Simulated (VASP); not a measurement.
Set up this calculation in VASP 6.6.1, as the native input.

```
Task                   : single point
Functional             : PBE
Potentials or basis    : VASP PAW PBE potentials, release 64 (Ba_sv, Hf_pv, O)
Cutoff                 : 600 eV
k mesh                 : 6 × 6 × 6
Occupations            : gaussian, width 0.02 eV
Spin                   : no spin polarisation
Dipole correction      : no
Further INCAR settings : ALGO = Normal; EDIFF = 1e-06; NBANDS = 27
```

The structure of BaHfO3 lies in POSCAR:

```
BaHfO3
1.0
    4.2066187233      0.0000000000      0.0000000000
    0.0000000000      4.2066187233      0.0000000000
    0.0000000000      0.0000000000      4.2066187233
Ba Hf O
1 1 3
Direct
    0.0000000000      0.0000000000      0.0000000000
    0.5000000000      0.5000000000      0.5000000000
    0.5000000000      0.5000000000      0.0000000000
    0.0000000000      0.5000000000      0.5000000000
    0.5000000000      0.0000000000      0.5000000000
```

These files were run (other wordings do the same):

INCAR

```
SYSTEM = BaHfO3
  ALGO = Normal
  EDIFF = 1E-6
  ENCUT = 600
  GGA = PE
  GGA_COMPAT = .False.
  ISIF = 2
  ISMEAR = 0
  LASPH = .True.
  LCHARG = .False.
  LREAL = .False.
  LWAVE = .False.
  NBANDS = 27
  NELM = 120
  PREC = Accurate
  SIGMA = 0.02
```

KPOINTS

```
k-points
0
Gamma
  6 6 6
  0 0 0
```

Potentials or basis: VASP PAW PBE potentials, release 64 (Ba_sv, Hf_pv, O).

The run is started by

```console
$ cat potpaw_PBE.64/Ba_sv/POTCAR potpaw_PBE.64/Hf_pv/POTCAR potpaw_PBE.64/O/POTCAR > POTCAR
$ mpirun -np 1 vasp_std > vasp.out
```

It gave:

The pressure is -0.8 GPa. The band gap on the k mesh is 3.54 eV (least direct gap 3.78 eV).

Caveat: spin-orbit coupling is left out, which moves the levels of the heavy elements.

Run time: 94 s on 1 thread of AMD EPYC 7R43 64-Core Processor (Zen 3), on a shared host, peak memory 0.2 GiB.
